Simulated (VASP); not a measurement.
# Sb (P6_3/mmc) in VASP: further runs

Aim: see how the results for Sb move with the level of theory and the settings. Levels: PBE0, PBE-based screened hybrid with 5 % exact exchange, PBE-based screened hybrid with 10 % exact exchange, PBE-based screened hybrid with 15 % exact exchange. Tasks: single point.

All numbers are computed with VASP 6.6.1; they aren't measurements. Logs are shortened: lines on timing, memory, paths and dates and some standing lists are left out, and cuts for length are marked.

## Step 1: The cell of the first run

The structure is hexagonal, space group P6_3/mmc (No. 194). The conventional cell has a = 3.309 Å, b = 3.309 Å, c = 5.396 Å, α = 90.00°, β = 90.00°, γ = 120.00°. Within 4.3 Å of Sb (site symmetry -6m2) lie 12 Sb at 3.31 Å.

This isn't the form of Sb at room conditions, which is rhombohedral.

## Step 2: Single point, PBE0

Contents of POSCAR:

```
Sb
1.0
    3.3091953418      0.0000000000      0.0000000000
   -1.6545976709      2.8658472321      0.0000000000
    0.0000000000      0.0000000000      5.3962304974
Sb
2
Direct
    0.6666666667      0.3333333333      0.7500000000
    0.3333333333      0.6666666667      0.2500000000
```

Contents of INCAR.step1:

```
SYSTEM = Sb
PREC = Accurate
ENCUT = 520
EDIFF = 1E-5
ISMEAR = -1
SIGMA = 0.05
LREAL = .FALSE.
LASPH = .TRUE.
NELM = 80
ALGO = Normal
ISIF = 2
LWAVE = .TRUE.
LCHARG = .FALSE.
GGA = PE
NBANDS = 12
```

Contents of INCAR.step2:

```
SYSTEM = Sb
PREC = Accurate
ENCUT = 520
EDIFF = 1E-6
ISMEAR = -1
SIGMA = 0.05
LREAL = .FALSE.
LASPH = .TRUE.
NELM = 80
ALGO = Normal
ISIF = 2
LWAVE = .FALSE.
LCHARG = .FALSE.
GGA = PE
LHFCALC = .TRUE.
AEXX = 0.25
PRECFOCK = Normal
ISTART = 1
NBANDS = 12
```

Contents of KPOINTS:

```
regular mesh
0
G
  4 4 4
  0 0 0
```

Potentials or basis: VASP PAW PBE potentials, release 64 (Sb).

Command:

```console
cat potpaw_PBE.64/Sb/POTCAR > POTCAR
cp INCAR.step1 INCAR
mpirun -np 1 vasp_std > vasp.out
cp INCAR.step2 INCAR
mpirun -np 1 vasp_std > vasp.out
```

OUTCAR:

```text
SYSTEM = Sb
   PREC = Accurate
   ENCUT = 520
   EDIFF = 1E-6
   ISMEAR = -1
   LREAL = .FALSE.
   LASPH = .TRUE.
   NELM = 80
   ISIF = 2
   GGA = PE
   LHFCALC = .TRUE.
   AEXX = 0.25
   PRECFOCK = Normal
   ISTART = 1

 ion  position               nearest neighbor table
   1  0.667  0.333  0.750-   2 3.31   2 3.31   2 3.31   2 3.31   2 3.31   2 3.31
   2  0.333  0.667  0.250-   1 3.31   1 3.31   1 3.31   1 3.31   1 3.31   1 3.31

  LATTYP: Found a hexagonal cell.
 ALAT       =     3.3091953418
 C/A-ratio  =     1.6306775334

  Lattice vectors:

 A1 = (   3.3091953418,   0.0000000000,   0.0000000000)
 A2 = (  -1.6545976709,   2.8658472321,   0.0000000000)
 A3 = (   0.0000000000,   0.0000000000,   5.3962304974)

Analysis of symmetry for initial positions (statically):
=====================================================================
 Subroutine PRICEL returns:
 Original cell was already a primitive cell.

 Routine SETGRP: Setting up the symmetry group for a
 hexagonal supercell.

 Subroutine GETGRP returns: Found 24 space group operations
 (whereof 12 operations were pure point group operations)
 out of a pool of 24 trial point group operations.

The static configuration has the point symmetry D_3d.
 The point group associated with its full space group is D_6h.

Analysis of symmetry for dynamics (positions and initial velocities):
=====================================================================
 Subroutine PRICEL returns:
 Original cell was already a primitive cell.

 Routine SETGRP: Setting up the symmetry group for a
 hexagonal supercell.

 Subroutine GETGRP returns: Found 24 space group operations
 (whereof 12 operations were pure point group operations)
 out of a pool of 24 trial point group operations.

The dynamic configuration has the point symmetry D_3d.
 The point group associated with its full space group is D_6h.

 Subroutine INISYM returns: Found 24 space group operations
 (whereof 12 operations are pure point group operations),
 and found     1 'primitive' translations

----------------------------------------------------------------------------------------

                                     Primitive cell

  volume of cell :      51.1760

  direct lattice vectors                    reciprocal lattice vectors
     3.309195342  0.000000000  0.000000000     0.302188265  0.174468476  0.000000000
    -1.654597671  2.865847232  0.000000000     0.000000000  0.348936953  0.000000000
     0.000000000  0.000000000  5.396230497     0.000000000  0.000000000  0.185314545

  length of vectors
     3.309195342  3.309195342  5.396230497     0.348936953  0.348936953  0.185314545

  position of ions in fractional coordinates (direct lattice)
     0.666666667  0.333333333  0.750000000
     0.333333333  0.666666667  0.250000000

  ion indices of the primitive-cell ions
   primitive index   ion index
                 1           1
                 2           2

----------------------------------------------------------------------------------------

 KPOINTS: regular mesh

Automatic generation of k-mesh.
 Grid dimensions read from file:
 generate k-points for:    4    4    4

 Generating k-lattice:

  Cartesian coordinates                     Fractional coordinates (reciprocal lattice)
     0.075547066  0.043617119  0.000000000     0.250000000 -0.000000000  0.000000000
     0.000000000  0.087234238  0.000000000     0.000000000  0.250000000  0.000000000
     0.000000000  0.000000000  0.046328636     0.000000000  0.000000000  0.250000000

  Length of vectors
     0.087234238  0.087234238  0.046328636

  Shift w.r.t. Gamma in fractional coordinates (k-lattice)
     0.000000000  0.000000000  0.000000000

 Subroutine IBZKPT returns following result:
 ===========================================

 Found     12 irreducible k-points:

 Following reciprocal coordinates:
            Coordinates               Weight
  0.000000  0.000000  0.000000      1.000000
  0.250000  0.000000  0.000000      6.000000
  0.500000  0.000000  0.000000      3.000000
  0.250000  0.250000  0.000000      6.000000
  0.000000  0.000000  0.250000      2.000000
  0.250000  0.000000  0.250000     12.000000
  0.500000  0.000000  0.250000      6.000000
  0.250000  0.250000  0.250000     12.000000
  0.000000  0.000000  0.500000      1.000000
  0.250000  0.000000  0.500000      6.000000
  0.500000  0.000000  0.500000      3.000000
  0.250000  0.250000  0.500000      6.000000
   k-points           NKPTS =     12   k-points in BZ     NKDIM =     64   number of bands    NBANDS=     12
   number of dos      NEDOS =    301   number of ions     NIONS =      2
   total plane-waves  NPLWV =  31360
   dimension x,y,z NGX =    28 NGY =   28 NGZ =   40
   dimension x,y,z NGXF=    56 NGYF=   56 NGZF=   80
   ions per type =               2
   NGX,Y,Z   is equivalent  to a cutoff of  14.07, 14.07, 12.32 a.u.
   NGXF,Y,Z  is equivalent  to a cutoff of  28.13, 28.13, 24.65 a.u.
 SYSTEM =  Sb
   PREC   = accura    normal or accurate (medium, high low for compatibility)
   ISTART =      1    job   : 0-new  1-cont  2-samecut
   ICHARG =      0    charge: 1-file 2-atom 10-const
   ISPIN  =      1    spin polarized calculation?
   LNONCOLLINEAR =      F non collinear calculations
   LSORBIT =      F    spin-orbit coupling
   LASPH  =      T    aspherical Exc in radial PAW
   ENCUT  =  520.0 eV  38.22 Ry    6.18 a.u.   6.15  6.15 10.03*2*pi/ulx,y,z
   NELM   =     80;   NELMIN=  2; NELMDL=  0     # of ELM steps
   EDIFF  = 0.1E-05   stopping-criterion for ELM
   LREAL  =      F    real-space projection
   EDIFFG = 0.1E-04   stopping-criterion for IOM
   NSW    =      0    number of steps for IOM
   IBRION =     -1    ionic relax: 0-MD 1-quasi-New 2-CG
   NFREE  =      0    steps in history (QN), initial steepest desc. (CG)
   ISIF   =      2    stress and relaxation
   ISYM   =      3    0-nonsym 1-usesym 2-fastsym
   POTIM  = 0.5000    time-step for ionic-motion
   TEBEG  =    0.0;   TEEND  =   0.0 temperature during run
   PSTRESS=    0.0 pullay stress
   NELECT =      10.0000    total number of electrons
   NUPDOWN=      -1.0000    fix difference up-down
   EMIN   =  10.00;   EMAX   =-10.00  energy-range for DOS
   EFERMI =   0.00;   METHOD = LEGACY
   ISMEAR =    -1;   SIGMA  =   0.05  broadening in eV -4-tet -1-fermi 0-gaus
   EFERMI_NEDOS =   21; number of points for ismear=-14 and -15
   IALGO  =     38    algorithm
   IMIX   =      1    mixing-type and parameters
     AMIX     =   0.40;   BMIX     =  1.00
     AMIX_MAG =   1.60;   BMIX_MAG =  1.00
  volume/ion in A,a.u.               =      25.59       172.68
  Fermi-wavevector in a.u.,A,eV,Ry     =   0.949991  1.795223 12.279027  0.902483
  Thomas-Fermi vector in A             =   2.078326
   LORBIT       =      0    0 simple, 1 ext, 2 COOP (PROOUT), +10 PAW based schemes
   GGA     = PE    functional components
   LHFCALC =     T    Hartree Fock is set to
   PRECFOCK=normal    Normal, Fast or Accurate (Low or Medium for compatibility)
   ENCUT4O =  -1.0   cutoff for four orbital integrals eV
   NKREDX  =     1    reduce k-point grid by
   NKREDY  =     1    reduce k-point grid by
   NKREDZ  =     1    reduce k-point grid by
   AEXX    =    0.2500 exact exchange contribution
   HFSCREEN=    0.0000 screening length (either q_TF or 0.3 A-1)
   HFSCREENC=   0.0000 screening length for correlation (either q_TF or 0.3 A-1)
   ENCUTFOCK=  -1.0 apply spherical cutoff to Coloumb kernel
   IVDW    =     0    specifies the selected vdW correction
   LEPSILON=     F    determine dielectric tensor
   LRPA    =     F    only Hartree local field effects (RPA)
 non-spin polarized calculation
  energy-cutoff  :      520.00
  volume of cell :       51.18
 maximum number of plane-waves:      1389
 NGX is ok and might be reduce to    28
  NGX = 20; NGY = 20; NGZ = 32

 number of electron       9.9999999 magnetization

 Free energy of the ion-electron system (eV)
  ---------------------------------------------------
  ext. energy  EPLUGINS =         0.00000000
  ---------------------------------------------------
  free energy    TOTEN  =       -10.65452096 eV

  energy without entropy =      -10.64174510  energy(sigma->0) =      -10.64813303

 E-fermi :   8.9614     XC(G=0):  -8.2737

 val. band max:        8.9445388960   @ k =   0.2500   0.2500   0.2500
 cond. band min:       9.7365084172   @ k =   0.2500   0.0000   0.2500
 fundamental gap:      0.7919695212
 Fermi energy:         8.9614230085

 k-point     1 :       0.0000    0.0000    0.0000
  band No.  band energies     occupation
      1      -6.2352      2.00000
      2      -1.6701      2.00000
      3       1.6458      2.00000
      4      13.7672      0.00000
      5      13.7672      0.00000
      6      15.6815      0.00000
      7      15.6815      0.00000
      8      16.0318      0.00000
      9      18.0007      0.00000
     10      19.1534      0.00000
     11      20.3102      0.00000
     12      20.3102      0.00000

 k-point     2 :       0.2500    0.0000    0.0000
  band No.  band energies     occupation
      1      -4.9747      2.00000
      2      -0.5683      2.00000
      3       2.9944      2.00000
      4       6.4833      2.00000
      5      11.0720      0.00000
      6      11.2788      0.00000
      7      13.7080      0.00000
      8      15.0239      0.00000
      9      15.5761      0.00000
     10      18.6136      0.00000
     11      19.6975      0.00000
     12      20.1952      0.00000

 k-point     3 :       0.5000    0.0000    0.0000
  band No.  band energies     occupation
      1      -1.9719      2.00000
      2      -0.5034      2.00000
      3       3.7108      2.00000
      4       5.1029      2.00000
      5       5.9059      2.00000
      6       8.6242      1.99765
      7       9.9805      0.00000
      8      13.8619      0.00000
      9      14.2277      0.00000
     10      17.8357      0.00000
     11      18.8712      0.00000
     12      19.3053      0.00000

 k-point     4 :       0.2500    0.2500    0.0000
  band No.  band energies     occupation
      1      -2.5527      2.00000
      2       0.5929      2.00000
      3       4.6061      2.00000
      4       4.6528      2.00000
      5       5.5319      2.00000
      6       8.2163      2.00000
      7       9.8462      0.00000
      8      10.5499      0.00000
      9      14.3446      0.00000
     10      20.2436      0.00000
     11      20.7281      0.00000
     12      21.7735      0.00000

 k-point     5 :       0.0000    0.0000    0.2500
  band No.  band energies     occupation
      1      -5.8777      2.00000
      2      -3.1120      2.00000
      3       3.8838      2.00000
      4      12.9178      0.00000
      5      14.0400      0.00000
      6      14.0400      0.00000
      7      15.4387      0.00000
      8      15.4387      0.00000
      9      18.2557      0.00000
     10      19.7129      0.00000
     11      19.7129      0.00000
     12      19.7220      0.00000
[... 48 lines left out ...]
      1      -4.8123      2.00000
      2      -4.8123      2.00000
      3       7.9552      2.00000
      4       7.9552      2.00000
      5      14.7399      0.00000
      6      14.7399      0.00000
      7      14.7399      0.00000
      8      14.7399      0.00000
      9      19.0222      0.00000
     10      19.0222      0.00000
     11      19.7494      0.00000
     12      19.7494      0.00000

 k-point    10 :       0.2500    0.0000    0.5000
  band No.  band energies     occupation
      1      -3.5633      2.00000
      2      -3.5633      2.00000
      3       7.3379      2.00000
      4       7.3379      2.00000
      5      10.1310      0.00000
      6      10.1310      0.00000
      7      12.6676      0.00000
      8      12.6676      0.00000
      9      16.3075      0.00000
     10      16.3075      0.00000
     11      20.6106      0.00000
     12      20.6106      0.00000

 k-point    11 :       0.5000    0.0000    0.5000
  band No.  band energies     occupation
      1      -0.8708      2.00000
      2      -0.8708      2.00000
      3       2.2313      2.00000
      4       2.2313      2.00000
      5      11.4137      0.00000
      6      11.4137      0.00000
      7      11.5773      0.00000
      8      11.5773      0.00000
      9      15.7780      0.00000
     10      15.7780      0.00000
     11      16.5247      0.00000
     12      16.5247      0.00000

 k-point    12 :       0.2500    0.2500    0.5000
  band No.  band energies     occupation
      1      -1.2621      2.00000
      2      -1.2621      2.00000
      3       4.2858      2.00000
      4       4.2858      2.00000
      5       6.4958      2.00000
      6       6.4958      2.00000
      7      12.1862      0.00000
      8      12.1862      0.00000
      9      17.9207      0.00000
     10      17.9207      0.00000
     11      19.5214      0.00000
     12      19.5214      0.00000

------------------------ aborting loop because EDIFF is reached ----------------------------------------

  FORCE on cell =-STRESS in cart. coord.  units (eV):
  Direction    XX          YY          ZZ          XY          YZ          ZX
  --------------------------------------------------------------------------------------
  -------------------------------------------------------------------------------------
  Total       -0.2889678     -0.2889678      0.3112439      0.0000000     -0.0000000      0.0000000
  in kB       -9.0467801     -9.0467801      9.7441839      0.0000000     -0.0000000      0.0000000
  external PRESSURE =      -2.7831254 kB  Pullay stress =       0.0000000 kB

 VOLUME and BASIS-vectors are now :
 -----------------------------------------------------------------------------
  energy-cutoff  :      520.00
  volume of cell :       51.18
      direct lattice vectors                 reciprocal lattice vectors
     3.309195342  0.000000000  0.000000000     0.302188265  0.174468476  0.000000000
    -1.654597671  2.865847232  0.000000000     0.000000000  0.348936953  0.000000000
     0.000000000  0.000000000  5.396230497     0.000000000  0.000000000  0.185314545

 POSITION                                       TOTAL-FORCE (eV/Angst)
 -----------------------------------------------------------------------------------
      1.65460      0.95528      4.04717         0.000000     -0.000000      0.000000
     -0.00000      1.91056      1.34906        -0.000000      0.000000     -0.000000
 -----------------------------------------------------------------------------------
    total drift:                               -0.000000      0.000000     -0.000000

  FREE ENERGIE OF THE ION-ELECTRON SYSTEM (eV)
  ---------------------------------------------------
  free  energy   TOTEN  =       -10.6545209554 eV

  energy  without entropy=      -10.6417451042  energy(sigma->0) =      -10.64813303
```

Run time: 11 min. Hardware: 1 thread of Intel Xeon 8259CL, shared host; peak memory 0.18 GiB.

What came out:

```
Free energy            : -10.6545 eV
Pressure               : -0.3 GPa
Band gap on the k mesh : zero (bands 5 and 6 overlap by 8.24 eV)
```

Stress tensor (GPa, compression positive):
```
-0.90  0.00  0.00
 0.00 -0.90  0.00
 0.00  0.00  0.97
```

Levels at points of the mesh, in eV from the Fermi level:
| k point | band 1 | band 2 | band 3 | band 4 | band 5 | band 6 | band 7 | band 8 |
| --- | --- | --- | --- | --- | --- | --- | --- | --- |
| (0.00, 0.00, 0.00) | -15.20 | -10.63 | -7.32 | 4.81 | 4.81 | 6.72 | 6.72 | 7.07 |
| (0.50, 0.00, 0.00) | -10.93 | -9.46 | -5.25 | -3.86 | -3.06 | -0.34 | 1.02 | 4.90 |
| (0.00, 0.00, 0.50) | -13.77 | -13.77 | -1.01 | -1.01 | 5.78 | 5.78 | 5.78 | 5.78 |
| (0.50, 0.00, 0.50) | -9.83 | -9.83 | -6.73 | -6.73 | 2.45 | 2.45 | 2.62 | 2.62 |

Caveat: the k points lie up to 0.55 Å⁻¹ apart, too coarse for converged energies and pressures of a metal; the PAW data sets were made with another functional, which shifts forces and pressure a little; spin-orbit coupling is left out, which moves the levels of the heavy elements.

## Step 3: Single point, PBE0

This run uses another cell than the first one, of 26.12 Å³/atom.

Contents of POSCAR:

```
Sb
1.0
    3.3320180998      0.0000000000      0.0000000000
   -1.6660090499      2.8856123203      0.0000000000
    0.0000000000      0.0000000000      5.4334470562
Sb
2
Direct
    0.6666666667      0.3333333333      0.7500000000
    0.3333333333      0.6666666667      0.2500000000
```

Contents of INCAR.step1:

```
ALGO     = Normal         # electronic algorithm
EDIFF    = 1E-5           # SCF threshold, eV
ENCUT    = 520            # plane-wave cutoff, eV
GGA      = PE             # functional
ISIF     = 2              # what is computed and relaxed
ISMEAR   = -1             # smearing method
LASPH    = True           # aspherical terms in the spheres
LREAL    = False          # projectors in reciprocal space
LWAVE    = True           # write WAVECAR
NBANDS   = 12             # bands
NELM     = 60             # most SCF steps
PREC     = Accurate       # precision mode
SIGMA    = 0.05           # smearing width, eV
```

Contents of INCAR.step2:

```
AEXX     = 0.25           # exact-exchange fraction
ALGO     = Normal         # electronic algorithm
EDIFF    = 1E-6           # SCF threshold, eV
ENCUT    = 520            # plane-wave cutoff, eV
GGA      = PE             # functional
ISIF     = 2              # what is computed and relaxed
ISMEAR   = -1             # smearing method
ISTART   = 1            
LASPH    = True           # aspherical terms in the spheres
LCHARG   = True           # write CHGCAR
LELF     = True           # ELF
LHFCALC  = True           # exact exchange
LREAL    = False          # projectors in reciprocal space
LVHAR    = True         
LWAVE    = False          # write WAVECAR
NBANDS   = 12             # bands
NELM     = 60             # most SCF steps
PREC     = Accurate       # precision mode
PRECFOCK = Normal       
SIGMA    = 0.05           # smearing width, eV
```

Contents of KPOINTS:

```
k-points
0
Gamma
  4 4 4
```

Potentials or basis: VASP PAW PBE potentials, release 64 (Sb).

Command:

```console
cat potpaw_PBE.64/Sb/POTCAR > POTCAR
cp INCAR.step1 INCAR
mpirun -np 1 vasp_std > vasp.out
cp INCAR.step2 INCAR
mpirun -np 1 vasp_std > vasp.out
```

Run time: 11 min. Hardware: 1 thread of Intel Xeon 8259CL, shared host; peak memory 0.18 GiB.

Results (log left out):

```
Free energy            : -10.6475 eV
Pressure               : -1.8 GPa
Band gap on the k mesh : zero (bands 5 and 6 overlap by 8.04 eV)
```

Stress tensor (GPa, compression positive):
```
-2.43  0.00  0.00
 0.00 -2.43  0.00
 0.00  0.00 -0.59
```

Levels at points of the mesh, in eV from the Fermi level:
| k point | band 2 | band 3 | band 4 | band 5 | band 6 | band 7 |
| --- | --- | --- | --- | --- | --- | --- |
| (0.00, 0.00, 0.00) | -10.59 | -7.17 | 4.69 | 4.69 | 6.56 | 6.56 |
| (0.50, 0.00, 0.00) | -9.41 | -5.23 | -3.81 | -3.00 | -0.30 | 1.00 |
| (0.00, 0.00, 0.50) | -13.63 | -1.02 | -1.02 | 5.63 | 5.63 | 5.63 |
| (0.50, 0.00, 0.50) | -9.81 | -6.60 | -6.60 | 2.40 | 2.40 | 2.54 |

Caveat: the k points lie up to 0.54 Å⁻¹ apart, too coarse for converged energies and pressures of a metal; the PAW data sets were made with another functional, which shifts forces and pressure a little; spin-orbit coupling is left out, which moves the levels of the heavy elements.

(Part 1 of 2 ends here.)

The gap in the log of VASP goes by the Fermi energy; the results here count the filled bands.